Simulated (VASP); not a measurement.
# Ta12HN12F in VASP: single point with PBE+D3(BJ)

Aim: the single point of Ta12HN12F with PBE+D3(BJ).

All numbers are computed with VASP 6.6.1; they aren't measurements. Logs are shortened: lines on timing, memory, paths and dates and some standing lists are left out, and cuts for length are marked.

## (1) The cell of the first run

The cell holds a slab with vacuum, 26 atoms: a = 6.201 Å, b = 6.201 Å, c = 24.329 Å, α = 90.00°, β = 90.00°, γ = 120.00°.

## (2) Single point, PBE+D3(BJ)

INCAR reads:

```
ALGO     = Normal         # electronic algorithm
DIPOL    = 0.5 0.5 0.474
EDIFF    = 1E-6           # SCF threshold, eV
ENCUT    = 520            # plane-wave cutoff, eV
GGA      = PE             # functional
GGA_COMPAT= False        
IDIPOL   = 3            
ISIF     = 2              # what is computed and relaxed
ISMEAR   = 0              # smearing method
IVDW     = 12             # dispersion correction
LASPH    = True           # aspherical terms in the spheres
LCHARG   = True           # write CHGCAR
LDIPOL   = True         
LELF     = True           # ELF
LREAL    = Auto         
LVACPOTAV= True         
LVHAR    = True         
LWAVE    = False          # write WAVECAR
NBANDS   = 131            # bands
NELM     = 120            # most SCF steps
NELMDL   = -8           
PREC     = Accurate       # precision mode
SIGMA    = 0.1            # smearing width, eV
```

KPOINTS reads:

```
k-points
0
Gamma
  4 4 1
```

POSCAR reads:

```
Ta12HN12F
1.0
    6.2014901195      0.0000000000      0.0000000000
   -3.1007450597      5.3706479848      0.0000000000
    0.0000000000      0.0000000000     24.3293693490
Ta N F H
12 12 1 1
Direct
    0.1666666667      0.3333333333      0.3288206893
    0.1666666667      0.8333333333      0.3288206893
    0.6666666667      0.3333333333      0.3288206893
    0.6666666667      0.8333333333      0.3288206893
    0.5000000000      0.5000000000      0.4328820689
    0.5000000000      0.0000000000      0.4328820689
    0.0000000000      0.5000000000      0.4328820689
    0.0000000000      0.0000000000      0.4328820689
    0.8123838253      0.6561378832      0.5462864491
    0.8087608427      0.1535882916      0.5440767396
    0.3115446181      0.6545726823      0.5501152794
    0.3254100392      0.1609671151      0.5289587007
    0.3333333333      0.1666666667      0.3808513791
    0.3333333333      0.6666666667      0.3808513791
    0.8333333333      0.1666666667      0.3808513791
    0.8333333333      0.6666666667      0.3808513791
    0.6836835397      0.3448558581      0.4844439342
    0.6620065267      0.8288686801      0.4851585472
    0.1584133630      0.3465330130      0.4845139271
    0.1561194512      0.8102326453      0.4846261641
   -0.0177317849      0.4896263489      0.5826602112
   -0.0108999489     -0.0049950689      0.5775848719
    0.4867465004      0.4945954255      0.5801957398
    0.4864904973     -0.0100951143      0.5801986338
    0.1561764108      0.1639236087      0.6831151481
    0.0831097607      0.0850318744      0.6493775329
```

Potentials or basis: VASP PAW PBE potentials, release 64 (Ta_sv_GW, N, F, H).

On the command line:

```console
$ cat potpaw_PBE.64/Ta_sv_GW/POTCAR potpaw_PBE.64/N/POTCAR potpaw_PBE.64/F/POTCAR potpaw_PBE.64/H/POTCAR > POTCAR
$ mpirun -np 1 vasp_std > vasp.out
```

OUTCAR:

```text
EDIFF = 1E-6
   ENCUT = 520
   GGA = PE
   ISIF = 2
   ISMEAR = 0
   IVDW = 12
   LASPH = True
   LREAL = Auto
   NELM = 120
   NELMDL = -8
   PREC = Accurate
 IVDW          = 12

 ion  position               nearest neighbor table
   1  0.167  0.333  0.329-  13 2.19  14 2.19  15 2.19   8 3.10   5 3.10   7 3.10   2 3.10   2 3.10
                             3 3.10   3 3.10   4 3.10   4 3.10
   2  0.167  0.833  0.329-  14 2.19  13 2.19  16 2.19   7 3.10   6 3.10   8 3.10   1 3.10   1 3.10
                             4 3.10   4 3.10   3 3.10   3 3.10
   3  0.667  0.333  0.329-  15 2.19  16 2.19  13 2.19   6 3.10   7 3.10   5 3.10   4 3.10   4 3.10
                             1 3.10   1 3.10   2 3.10   2 3.10
   4  0.667  0.833  0.329-  16 2.19  15 2.19  14 2.19   5 3.10   8 3.10   6 3.10   3 3.10   3 3.10
                             2 3.10   2 3.10   1 3.10   1 3.10
   5  0.500  0.500  0.433-  18 2.18  13 2.19  16 2.19  14 2.19  17 2.21  19 2.23  12 2.96   4 3.10
                             1 3.10   3 3.10   6 3.10   6 3.10   7 3.10   7 3.10   8 3.10   8 3.10
   6  0.500  0.000  0.433-  14 2.19  15 2.19  13 2.19  18 2.20  20 2.24  17 2.24  12 2.95   3 3.10
                             2 3.10   4 3.10   5 3.10   5 3.10   8 3.10   8 3.10   7 3.10   7 3.10
   7  0.000  0.500  0.433-  20 2.09  19 2.09  17 2.11  15 2.19  14 2.19  16 2.19   2 3.10   3 3.10
                             1 3.10   8 3.10   8 3.10   5 3.10   5 3.10   6 3.10   6 3.10  10 3.29
   8  0.000  0.000  0.433-  16 2.19  13 2.19  15 2.19  18 2.22  20 2.25  19 2.25  12 2.92   1 3.10
                             4 3.10   2 3.10   7 3.10   7 3.10   6 3.10   6 3.10   5 3.10   5 3.10
   9  0.812  0.656  0.546-  23 1.93  22 1.97  21 2.01  17 2.26  18 2.29  20 2.38  12 3.07  10 3.10
                            11 3.10  11 3.10  10 3.11  12 3.18   5 3.23
  10  0.809  0.154  0.544-  24 1.94  22 2.00  21 2.03  17 2.24  18 2.26  19 2.37  12 3.04  11 3.09
                             9 3.10   9 3.11  11 3.12   6 3.17  12 3.20   8 3.28   7 3.29
  11  0.312  0.655  0.550-  21 1.94  23 1.94  24 1.94  19 2.30  20 2.31  18 2.46  10 3.09   9 3.10
                             9 3.10  10 3.12  12 3.14  12 3.15
  12  0.325  0.161  0.529-  22 2.16  20 2.17  24 2.18  19 2.18  23 2.18  17 2.21   8 2.92   6 2.95
                             5 2.96  10 3.04   9 3.07  11 3.14  11 3.15   9 3.18  10 3.20
  13  0.333  0.167  0.381-   1 2.19   5 2.19   8 2.19   6 2.19   2 2.19   3 2.19
  14  0.333  0.667  0.381-   2 2.19   6 2.19   7 2.19   5 2.19   1 2.19   4 2.19
  15  0.833  0.167  0.381-   3 2.19   7 2.19   6 2.19   8 2.19   4 2.19   1 2.19
  16  0.833  0.667  0.381-   4 2.19   8 2.19   5 2.19   7 2.19   3 2.19   2 2.19
  17  0.684  0.345  0.484-   7 2.11  12 2.21   5 2.21   6 2.24  10 2.24   9 2.26
  18  0.662  0.829  0.485-   5 2.18   6 2.20   8 2.22  10 2.26   9 2.29  11 2.46
  19  0.158  0.347  0.485-   7 2.09  12 2.18   5 2.23   8 2.25  11 2.30  10 2.37
  20  0.156  0.810  0.485-   7 2.09  12 2.17   6 2.24   8 2.25  11 2.31   9 2.38
  21  0.982  0.490  0.583-  11 1.94   9 2.01  10 2.03
  22  0.989  0.995  0.578-   9 1.97  10 2.00  12 2.16
  23  0.487  0.495  0.580-   9 1.93  11 1.94  12 2.18
  24  0.486  0.990  0.580-  10 1.94  11 1.94  12 2.18
  25  0.156  0.164  0.683-  26 0.95
  26  0.083  0.085  0.649-  25 0.95

  LATTYP: Found a hexagonal cell.
 ALAT       =     6.2014901195
 C/A-ratio  =     3.9231489336

  Lattice vectors:

[... 189 lines left out ...]
   LHFCALC =     F    Hartree Fock is set to
   AEXX    =    0.0000 exact exchange contribution
   IVDW    =    12    specifies the selected vdW correction
   LEPSILON=     F    determine dielectric tensor
   LRPA    =     F    only Hartree local field effects (RPA)
 non-spin polarized calculation
 Gauss-broadening in eV      SIGMA  =   0.10
  energy-cutoff  :      520.00
  volume of cell :      810.31
 maximum number of plane-waves:     21907
 NGX is ok and might be reduce to    48
   NGX = 23   NGY = 23   NGZ = 91

 dipolmoment           0.000000      0.000000     -0.380873 electrons x Angstroem

 number of electron     223.9999989 magnetization

 dipolmoment           0.000000      0.000000      0.433655 electrons x Angstroem

 Free energy of the ion-electron system (eV)
  ---------------------------------------------------
  ext. energy  EPLUGINS =         0.00000000
  ---------------------------------------------------
  free energy    TOTEN  =      -292.88988725 eV

  energy without entropy =     -292.81877285  energy(sigma->0) =     -292.85433005

 E-fermi :   0.0972     XC(G=0):  -5.4341

 val. band max:        0.0927167276   @ k =   0.5000   0.5000   0.0000
 cond. band min:       0.1022683329   @ k =   0.0000   0.5000   0.0000
 fundamental gap:      0.0095516053
 Fermi energy:         0.0972088632

 k-point     1 :       0.0000    0.0000    0.0000
  band No.  band energies     occupation
      1     -69.5305      2.00000
      2     -69.2994      2.00000
      3     -69.2821      2.00000
      4     -69.2744      2.00000
      5     -69.2414      2.00000
      6     -69.2389      2.00000
[... 1259 lines left out ...]
    123       1.6126      0.00000
    124       1.6888      0.00000
 [bands above 124 left out]

------------------------ aborting loop because EDIFF is reached ----------------------------------------

 Edisp (eV)   -7.90057

 E8    (eV) :    -3.7423

  FORCE on cell =-STRESS in cart. coord.  units (eV):
  Direction    XX          YY          ZZ          XY          YZ          ZX
  --------------------------------------------------------------------------------------
  -------------------------------------------------------------------------------------
  Total      -7.42844    -7.19124    -1.90286     0.47000     0.67311     0.81153
  in kB     -14.68772   -14.21874    -3.76239     0.92930     1.33089     1.60458
  external pressure =      -10.89 kB  Pullay stress =        0.00 kB

 VOLUME and BASIS-vectors are now :
 -----------------------------------------------------------------------------
  energy-cutoff  :      520.00
  volume of cell :      810.31
      direct lattice vectors                 reciprocal lattice vectors
     6.201490119  0.000000000  0.000000000     0.161251567  0.093098636  0.000000000
    -3.100745060  5.370647985  0.000000000     0.000000000  0.186197271  0.000000000
     0.000000000  0.000000000 24.329369349     0.000000000  0.000000000  0.041102586

 POSITION                                       TOTAL-FORCE (eV/Angst)
 -----------------------------------------------------------------------------------
      0.00000      1.79022      8.00000        -0.003844     -0.134208      0.502501
     -1.55037      4.47554      8.00000        -0.107430      0.044505      0.497325
      3.10075      1.79022      8.00000        -0.113494     -0.083163      0.690651
      1.55037      4.47554      8.00000        -0.089990     -0.093746      0.113935
      1.55037      2.68532     10.53175         0.273487     -0.927885      0.428139
      3.10075      0.00000     10.53175        -0.710733      0.706191      0.565192
[... 18 lines left out ...]
      0.46024      0.88038     16.61976         0.049559      0.112286      0.206047
      0.25174      0.45668     15.79895        -0.043009     -0.115636     -0.214374
 -----------------------------------------------------------------------------------
    total drift:                                0.000006     -0.000164     -0.004361

  FREE ENERGIE OF THE ION-ELECTRON SYSTEM (eV)
  ---------------------------------------------------
  free  energy   TOTEN  =      -300.7904619338 eV

  energy  without entropy=     -300.7193475329  energy(sigma->0) =     -300.75490473

 vacuum level on the upper side and lower side of the slab         7.498         5.142
```

OSZICAR:

```text
N       E                     dE             d eps       ncg     rms          rms(c)
DAV:   1     0.290773048677E+04    0.29077E+04   -0.12470E+05  3092   0.152E+03
DAV:   2    -0.477590577412E+01   -0.29125E+04   -0.28658E+04  3653   0.451E+02
DAV:   3    -0.337647288018E+03   -0.33287E+03   -0.32961E+03  3072   0.163E+02
[... 13 lines left out ...]
DAV:  78    -0.292889878840E+03   -0.59660E-05   -0.61634E-07  1792   0.223E-03    0.393E-03
DAV:  79    -0.292889880889E+03   -0.20484E-05   -0.35273E-07  1632   0.194E-03    0.270E-03
DAV:  80    -0.292889885074E+03   -0.41847E-05   -0.44053E-07  1600   0.168E-03    0.139E-03
DAV:  81    -0.292889886694E+03   -0.16201E-05   -0.15049E-07  1568   0.880E-04    0.119E-03
DAV:  82    -0.292889887251E+03   -0.55733E-06   -0.92815E-08  1568   0.646E-04
   1 F= -.30079046E+03 E0= -.30075490E+03  d E =-.711144E-01
```

stdout:

```text
POSCAR found type information on POSCAR TaN F H
 POSCAR found :  4 types and      26 ions
 scaLAPACK will be used
 LDA part: xc-table for (Slater+PW92), standard interpolation
 POSCAR, INCAR and KPOINTS ok, starting setup
 FFT: planning ... GRIDC
 FFT: planning ... GRID_SOFT
 FFT: planning ... GRID
 WAVECAR not read
 entering main loop
 -----------------------------------------------------------------------------
|                                                                             |
|           W    W    AA    RRRRR   N    N  II  N    N   GGGG   !!!           |
|           W    W   A  A   R    R  NN   N  II  NN   N  G    G  !!!           |
|           W    W  A    A  R    R  N N  N  II  N N  N  G       !!!           |
|           W WW W  AAAAAA  RRRRR   N  N N  II  N  N N  G  GGG   !            |
|           WW  WW  A    A  R   R   N   NN  II  N   NN  G    G                |
|           W    W  A    A  R    R  N    N  II  N    N   GGGG   !!!           |
|                                                                             |
|     Did not find any points to average over, which means that no vacuum     |
|     field-free region was found. Please increase the size of  your cell     |
|     in the dimension of the dipole correction to obtain accurate            |
|     workfunction values.                                                    |
|                                                                             |
 -----------------------------------------------------------------------------
```

Wall time 1.9 h (1 thread of Intel Xeon 6975P-C (Granite Rapids), shared host); peak memory 1.3 GiB.

Results:

```
Free energy                : -300.7905 eV
Largest force              : 1.150 eV/Å
Band gap on the k mesh     : zero (bands 112 and 113 overlap by 0.03 eV)
Dispersion energy per atom : -0.304 eV
```

Forces on the atoms (eV/Å):
```
Ta  -0.004 -0.134  0.503
Ta  -0.107  0.045  0.497
Ta  -0.113 -0.083  0.691
Ta  -0.090 -0.094  0.114
Ta   0.273 -0.928  0.428
Ta  -0.711  0.706  0.565
Ta  -0.123 -0.036 -0.475
Ta   0.824  0.462  0.356
Ta   0.005  0.019 -0.036
Ta   0.012 -0.001 -0.045
Ta   0.022 -0.004 -0.043
Ta   0.005  0.007  0.016
N    0.010  0.033 -1.149
N   -0.093 -0.075 -0.385
N    0.014  0.140 -0.589
N    0.114 -0.040 -0.597
N   -0.013  0.001 -0.005
N   -0.003  0.004 -0.003
N    0.004 -0.004  0.003
N   -0.003 -0.001  0.007
N   -0.013 -0.021  0.053
N    0.000  0.015  0.034
N   -0.002 -0.030  0.030
N   -0.015  0.020  0.040
F    0.050  0.112  0.206
H   -0.043 -0.116 -0.214
```

Caveat: spin-orbit coupling is left out, which moves the levels of the heavy elements.
